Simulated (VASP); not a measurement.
# P (R-3m) in VASP: single point with PBE

Aim: the single point of P with PBE.

Everything below comes from runs of VASP 6.6.1. Logs are shortened: lines on timing, memory, paths and dates and some standing lists are left out, and cuts for length are marked.

## (1) The cell of the first run

It takes space group R-3m (No. 166, trigonal). Conventional cell: a = 3.757 Å, b = 3.757 Å, c = 9.203 Å, α = 90.00°, β = 90.00°, γ = 120.00°. P (site symmetry 3m) has 1 P at 1.33 Å within 1.8 Å.

## (2) Single point, PBE

Contents of INCAR:

```
SYSTEM = P
ALGO = Normal
EDIFF = 1E-6
ENCUT = 520
GGA = PE
ISIF = 2
ISMEAR = -5
LASPH = .True.
LCHARG = .False.
LREAL = .False.
LWAVE = .False.
NBANDS = 12
NELM = 100
PREC = Accurate
SIGMA = 0.1
```

Contents of KPOINTS:

```
k-points
0
Gamma
  10 10 10
  0 0 0
```

Contents of POSCAR:

```
P
1.0
    0.0000000000      2.6566464230      2.6566464230
    2.6566464230      0.0000000000      2.6566464230
    2.6566464230      2.6566464230      0.0000000000
P
2
Direct
   -0.2825000000     -0.0725000000     -0.0725000000
    0.2825000000      0.0725000000      0.0725000000
```

Potentials or basis: VASP PAW PBE potentials, release 64 (P).

Run with:

```sh
cat potpaw_PBE.64/P/POTCAR > POTCAR
mpirun -np 1 vasp_std > vasp.out
```

OUTCAR:

```text
SYSTEM = P
   EDIFF = 1E-6
   ENCUT = 520
   GGA = PE
   ISIF = 2
   ISMEAR = -5
   LASPH = .True.
   LREAL = .False.
   NELM = 100
   PREC = Accurate

 ion  position               nearest neighbor table
   1  0.718  0.928  0.928-   2 1.33   2 2.78   2 2.78   2 2.78
   2  0.282  0.072  0.072-   1 1.33   1 2.78   1 2.78   1 2.78

 -----------------------------------------------------------------------------
|                                                                             |
|           W    W    AA    RRRRR   N    N  II  N    N   GGGG   !!!           |
|           W    W   A  A   R    R  NN   N  II  NN   N  G    G  !!!           |
|           W    W  A    A  R    R  N N  N  II  N N  N  G       !!!           |
|           W WW W  AAAAAA  RRRRR   N  N N  II  N  N N  G  GGG   !            |
|           WW  WW  A    A  R   R   N   NN  II  N   NN  G    G                |
|           W    W  A    A  R    R  N    N  II  N    N   GGGG   !!!           |
|                                                                             |
|     The distance between some ions is very small. Please check the          |
|     nearest-neighbor list in the OUTCAR file.                               |
|     I HOPE YOU KNOW WHAT YOU ARE DOING!                                     |
|                                                                             |
 -----------------------------------------------------------------------------

  LATTYP: Found a face centered cubic cell.
 ALAT       =     5.3132928460

  Lattice vectors:

 A1 = (   0.0000000000,   2.6566464230,   2.6566464230)
 A2 = (   2.6566464230,   0.0000000000,   2.6566464230)
 A3 = (   2.6566464230,   2.6566464230,   0.0000000000)

Analysis of symmetry for initial positions (statically):
=====================================================================
 Subroutine PRICEL returns:
 Original cell was already a primitive cell.

 Routine SETGRP: Setting up the symmetry group for a
 face centered cubic supercell.

 Subroutine GETGRP returns: Found 12 space group operations
 (whereof  4 operations were pure point group operations)
 out of a pool of 48 trial point group operations.

The static configuration has the point symmetry C_2h.
 The point group associated with its full space group is D_3d.

Analysis of symmetry for dynamics (positions and initial velocities):
=====================================================================
 Subroutine PRICEL returns:
 Original cell was already a primitive cell.

 Routine SETGRP: Setting up the symmetry group for a
 face centered cubic supercell.

 Subroutine GETGRP returns: Found 12 space group operations
 (whereof  4 operations were pure point group operations)
 out of a pool of 48 trial point group operations.

The dynamic configuration has the point symmetry C_2h.
 The point group associated with its full space group is D_3d.

 Subroutine INISYM returns: Found 12 space group operations
 (whereof  4 operations are pure point group operations),
 and found     1 'primitive' translations

----------------------------------------------------------------------------------------

                                     Primitive cell

  volume of cell :      37.5000

  direct lattice vectors                    reciprocal lattice vectors
     0.000000000  2.656646423  2.656646423    -0.188207206  0.188207206  0.188207206
     2.656646423  0.000000000  2.656646423     0.188207206 -0.188207206  0.188207206
     2.656646423  2.656646423  0.000000000     0.188207206  0.188207206 -0.188207206

  length of vectors
     3.757065402  3.757065402  3.757065402     0.325984443  0.325984443  0.325984443

  position of ions in fractional coordinates (direct lattice)
     0.717500000  0.927500000  0.927500000
     0.282500000  0.072500000  0.072500000

  ion indices of the primitive-cell ions
   primitive index   ion index
                 1           1
                 2           2

----------------------------------------------------------------------------------------

 KPOINTS: k-points

Automatic generation of k-mesh.
 Grid dimensions read from file:
 generate k-points for:   10   10   10

 Generating k-lattice:

  Cartesian coordinates                     Fractional coordinates (reciprocal lattice)
    -0.018820721  0.018820721  0.018820721     0.100000000  0.000000000  0.000000000
     0.018820721 -0.018820721  0.018820721     0.000000000  0.100000000  0.000000000
     0.018820721  0.018820721 -0.018820721     0.000000000  0.000000000  0.100000000

  Length of vectors
     0.032598444  0.032598444  0.032598444

  Shift w.r.t. Gamma in fractional coordinates (k-lattice)
     0.000000000  0.000000000  0.000000000

 TETIRR: Found    500 inequivalent tetrahedra from     6000

 Subroutine IBZKPT returns following result:
 ===========================================

 Found    116 irreducible k-points:

 Following reciprocal coordinates:
            Coordinates               Weight
  0.000000  0.000000  0.000000      1.000000
  0.100000  0.000000  0.000000      2.000000
  0.000000  0.100000  0.000000      6.000000
  0.200000  0.000000  0.000000      2.000000
  0.000000  0.200000  0.000000      6.000000
  0.300000  0.000000  0.000000      2.000000
[... 16 lines left out ...]
  0.000000  0.500000  0.100000     12.000000
  0.100000  0.000000  0.500000      6.000000
 [... further k-points ...]
   k-points           NKPTS =    116   k-points in BZ     NKDIM =    116   number of bands    NBANDS=     12
   number of dos      NEDOS =    301   number of ions     NIONS =      2
   total plane-waves  NPLWV =  21952
   dimension x,y,z NGX =    28 NGY =   28 NGZ =   28
   dimension x,y,z NGXF=    56 NGYF=   56 NGZF=   56
   ions per type =               2
   NGX,Y,Z   is equivalent  to a cutoff of  12.39, 12.39, 12.39 a.u.
   NGXF,Y,Z  is equivalent  to a cutoff of  24.78, 24.78, 24.78 a.u.
 SYSTEM =  P
   PREC   = accura    normal or accurate (medium, high low for compatibility)
   ISTART =      0    job   : 0-new  1-cont  2-samecut
   ICHARG =      2    charge: 1-file 2-atom 10-const
   ISPIN  =      1    spin polarized calculation?
   LNONCOLLINEAR =      F non collinear calculations
   LSORBIT =      F    spin-orbit coupling
   LASPH  =      T    aspherical Exc in radial PAW
   ENCUT  =  520.0 eV  38.22 Ry    6.18 a.u.   6.99  6.99  6.99*2*pi/ulx,y,z
   NELM   =    100;   NELMIN=  2; NELMDL= -5     # of ELM steps
   EDIFF  = 0.1E-05   stopping-criterion for ELM
   LREAL  =      F    real-space projection
   EDIFFG = 0.1E-04   stopping-criterion for IOM
   NSW    =      0    number of steps for IOM
   IBRION =     -1    ionic relax: 0-MD 1-quasi-New 2-CG
   NFREE  =      0    steps in history (QN), initial steepest desc. (CG)
   ISIF   =      2    stress and relaxation
   ISYM   =      2    0-nonsym 1-usesym 2-fastsym
   POTIM  = 0.5000    time-step for ionic-motion
   TEBEG  =    0.0;   TEEND  =   0.0 temperature during run
   PSTRESS=    0.0 pullay stress
   NELECT =      10.0000    total number of electrons
   NUPDOWN=      -1.0000    fix difference up-down
   EMIN   =  10.00;   EMAX   =-10.00  energy-range for DOS
   EFERMI =   0.00;   METHOD = LEGACY
   ISMEAR =    -5;   SIGMA  =   0.10  broadening in eV -4-tet -1-fermi 0-gaus
   EFERMI_NEDOS =   21; number of points for ismear=-14 and -15
   IALGO  =     38    algorithm
   IMIX   =      4    mixing-type and parameters
     AMIX     =   0.40;   BMIX     =  1.00
     AMIX_MAG =   1.60;   BMIX_MAG =  1.00
  volume/ion in A,a.u.               =      18.75       126.53
  Fermi-wavevector in a.u.,A,eV,Ry     =   1.053734  1.991269 15.107307  1.110356
  Thomas-Fermi vector in A             =   2.188867
   LORBIT       =      0    0 simple, 1 ext, 2 COOP (PROOUT), +10 PAW based schemes
   GGA     = PE    functional components
   LHFCALC =     F    Hartree Fock is set to
   AEXX    =    0.0000 exact exchange contribution
   IVDW    =     0    specifies the selected vdW correction
   LEPSILON=     F    determine dielectric tensor
   LRPA    =     F    only Hartree local field effects (RPA)
 non-spin polarized calculation
 Fermi weights with tetrahedron method with Bloechl corrections
  energy-cutoff  :      520.00
  volume of cell :       37.50
 maximum number of plane-waves:      1025
   NGX = 13   NGY = 13   NGZ = 13

 number of electron      10.0000000 magnetization

 number of electron       9.9999999 magnetization

 Free energy of the ion-electron system (eV)
  ---------------------------------------------------
  ext. energy  EPLUGINS =         0.00000000
  ---------------------------------------------------
  free energy    TOTEN  =         6.32548949 eV

  energy without entropy =        6.32548949  energy(sigma->0) =        6.32548949

 E-fermi :   6.9597     XC(G=0):  -9.4580

 val. band max:        7.0415845348   @ k =  -0.3000   0.2000   0.0000
 cond. band min:       6.8643744200   @ k =   0.1000   0.5000   0.2000
 fundamental gap:     -0.1772101148
 Fermi energy:         6.9596895549

 k-point     1 :       0.0000    0.0000    0.0000
  band No.  band energies     occupation
      1      -9.8420      2.00000
      2       1.4256      2.00000
      3       2.4427      2.00000
      4       2.4427      2.00000
      5       4.0203      2.00000
      6       7.6951      0.00000
      7       7.6951      0.00000
      8      12.0835      0.00000
      9      12.3640      0.00000
     10      14.2810      0.00000
     11      14.2810      0.00000
     12      15.2232      0.00000

 k-point     2 :       0.1000    0.0000    0.0000
  band No.  band energies     occupation
      1      -9.7387      2.00000
      2       0.5743      2.00000
      3       2.3278      2.00000
      4       2.3278      2.00000
      5       4.8582      2.00000
      6       8.0191      0.00000
      7       8.0191      0.00000
      8      10.7686      0.00000
      9      13.1948      0.00000
     10      13.1948      0.00000
     11      13.9428      0.00000
     12      16.6027      0.00000

 k-point     3 :       0.0000    0.1000    0.0000
  band No.  band energies     occupation
      1      -9.7626      2.00000
      2       0.9962      2.00000
      3       2.4215      2.00000
      4       2.5289      2.00000
      5       3.7936      2.00000
      6       7.5927      0.00000
      7       8.0652      0.00000
      8      11.9693      0.00000
      9      12.8612      0.00000
     10      13.8950      0.00000
     11      14.1195      0.00000
     12      15.2620      0.00000
[... 286 lines left out ...]
 k-point    23 :       0.0000    0.5000    0.1000
  band No.  band energies     occupation
      1      -8.7883      2.00000
      2      -1.8301      2.00000
      3       1.3243      2.00000
      4       2.3344      2.00000
      5       3.1947      2.00000
      6       6.6733      1.83337
      7      11.4844      0.00000
      8      12.8805      0.00000
      9      13.4475      0.00000
     10      14.0453      0.00000
     11      15.7712      0.00000
     12      17.2721      0.00000

 k-point    24 :       0.1000    0.0000    0.5000
  band No.  band energies     occupation
      1      -8.7898      2.00000
      2      -1.7278      2.00000
      3       0.9727      2.00000
      4       2.0364      2.00000
      5       3.9325      2.00000
      6       6.9590      0.86173
      7      10.2294      0.00000
      8      12.0313      0.00000
      9      13.8548      0.00000
     10      15.6185      0.00000
     11      16.1606      0.00000
     12      17.7522      0.00000

 [... further k-points ...]

------------------------ aborting loop because EDIFF is reached ----------------------------------------

  FORCE on cell =-STRESS in cart. coord.  units (eV):
  Direction    XX          YY          ZZ          XY          YZ          ZX
  --------------------------------------------------------------------------------------
  -------------------------------------------------------------------------------------
  Total       37.6421736     37.6421736     37.6421736    -36.5758381     36.5758381    -36.5758381
  in kB     1608.2516589   1608.2516589   1608.2516589  -1562.6927642   1562.6927642  -1562.6927642
  external PRESSURE =    1608.2516589 kB  Pullay stress =       0.0000000 kB

 VOLUME and BASIS-vectors are now :
 -----------------------------------------------------------------------------
  energy-cutoff  :      520.00
  volume of cell :       37.50
      direct lattice vectors                 reciprocal lattice vectors
     0.000000000  2.656646423  2.656646423    -0.188207206  0.188207206  0.188207206
     2.656646423  0.000000000  2.656646423     0.188207206 -0.188207206  0.188207206
     2.656646423  2.656646423  0.000000000     0.188207206  0.188207206 -0.188207206

 POSITION                                       TOTAL-FORCE (eV/Angst)
 -----------------------------------------------------------------------------------
      4.92808      4.37018      4.37018       -46.770628     46.770628     46.770628
      0.38521      0.94311      0.94311        46.770628    -46.770628    -46.770628
 -----------------------------------------------------------------------------------
    total drift:                               -0.000000     -0.000000     -0.000000

  FREE ENERGIE OF THE ION-ELECTRON SYSTEM (eV)
  ---------------------------------------------------
  free  energy   TOTEN  =         6.3254894889 eV

  energy  without entropy=        6.3254894889  energy(sigma->0) =        6.32548949
```

It took 57 s on 1 thread of AMD EPYC 7R13, shared host; peak memory 0.14 GiB.

Results:

```yaml
Free_energy: 6.3255 eV
Pressure: 160.8 GPa
Largest_force: 81.009 eV/Å
Band_gap_on_the_k_mesh: zero (bands 5 and 6 overlap by 1.20 eV)
```

Forces on the atoms (eV/Å):
```
P   -46.771  46.771  46.771
P    46.771 -46.771 -46.771
```

Caveat: atoms lie so close that the PAW spheres overlap strongly, which falsifies energies and pressures; the cell stands under pressure; forces of over 1 eV/Å act on the atoms, so gaps and moduli don't describe the material at rest; tetrahedron occupations give inexact forces and stress in metals.
